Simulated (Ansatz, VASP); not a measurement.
**Two plane-wave programs on BN**

The input POSCAR:

```
BN
1.0
    3.6096275117      0.0000000000      0.0000000000
    0.0000000000     -3.6096275117      0.0000000000
    0.0000000000      0.0000000000     -3.6096275117
B N
4 4
Direct
    0.0000000000      0.0000000000      0.0000000000
    0.5000000000      0.5000000000      0.0000000000
    0.5000000000      0.0000000000      0.5000000000
    0.0000000000      0.5000000000      0.5000000000
    0.7500000000      0.7500000000      0.7500000000
    0.2500000000      0.2500000000      0.7500000000
    0.2500000000      0.7500000000      0.2500000000
    0.7500000000      0.2500000000      0.2500000000
```

The input INCAR.step1:

```
SYSTEM = BN
PREC     = Accurate       ! precision mode
ENCUT    = 520            ! plane-wave cutoff, eV
ISMEAR   = 0              ! smearing method
SIGMA    = 0.05           ! smearing width, eV
LREAL    = .FALSE.        ! projectors in reciprocal space
LASPH    = .TRUE.         ! aspherical terms in the spheres
NELM     = 80             ! most SCF steps
NBANDS   = 26             ! bands
GGA      = PE             ! functional
ALGO     = Normal         ! electronic algorithm
EDIFF    = 1E-4           ! SCF threshold, eV
LWAVE    = .TRUE.         ! write WAVECAR
LCHARG   = .FALSE.        ! write CHGCAR
```

File INCAR.step2:

```
SYSTEM = BN
PREC     = Accurate       ! precision mode
ENCUT    = 520            ! plane-wave cutoff, eV
EDIFF    = 1E-7           ! SCF threshold, eV
ISMEAR   = 0              ! smearing method
SIGMA    = 0.05           ! smearing width, eV
LREAL    = .FALSE.        ! projectors in reciprocal space
LASPH    = .TRUE.         ! aspherical terms in the spheres
NELM     = 80             ! most SCF steps
ALGO     = Normal         ! electronic algorithm
ISIF     = 2              ! what is computed and relaxed
LWAVE    = .FALSE.        ! write WAVECAR
LCHARG   = .FALSE.        ! write CHGCAR
METAGGA  = R2SCAN         ! meta-GGA
LMIXTAU  = .TRUE.       
NBANDS   = 26             ! bands
ISTART   = 1
```

File KPOINTS:

```
regular mesh
0
G
  6 6 6
  0 0 0
```

Input for Ansatz:

```yaml
crystal:
  lattice:
    - [3.6096275117, 0.0, 0.0]
    - [0.0, -3.6096275117, 0.0]
    - [0.0, 0.0, -3.6096275117]
  atoms:
    - { symbol: B, position: [0.0, 0.0, 0.0] }
    - { symbol: B, position: [0.5, 0.5, 0.0] }
    - { symbol: B, position: [0.5, 0.0, 0.5] }
    - { symbol: B, position: [0.0, 0.5, 0.5] }
    - { symbol: "N", position: [0.75, 0.75, 0.75] }
    - { symbol: "N", position: [0.25, 0.25, 0.75] }
    - { symbol: "N", position: [0.25, 0.75, 0.25] }
    - { symbol: "N", position: [0.75, 0.25, 0.25] }
basis:
  ecutwfc: 500
kpoints:
  mp_grid: { grid: [6, 6, 6] }
hamiltonian:
  xc: r2scan
scf:
  occupations: { method: gaussian, width: 0.05 }
output:
  forces: true
  stress: true
  eigenvalues: true
```

Alike in both runs: task single point; functional r2SCAN; k mesh 6 × 6 × 6; occupations gaussian, width 0.05 eV; no spin polarisation.

|  | VASP | Ansatz |
| --- | --- | --- |
| version | VASP 6.6.1 | Ansatz 0.2.0 |
| potentials or method | VASP PAW PBE potentials, release 64 (B, N), cutoff 520 eV | scalar-relativistic, plane waves, PAW |
| valence electrons in the cell | 32 | 32 |

```csv
,VASP,Ansatz,Ansatz less VASP
gap on the k mesh at the Fermi level (eV),4.98,5.00,+0.021
least direct gap on the mesh (eV),4.98,5.00,+0.021
pressure (GPa),1.1,0.0,-1.11
```

VASP's potentials were made for PBE, not for r2SCAN. The functional is the same, so the differences come from potentials, cutoffs and numerics.
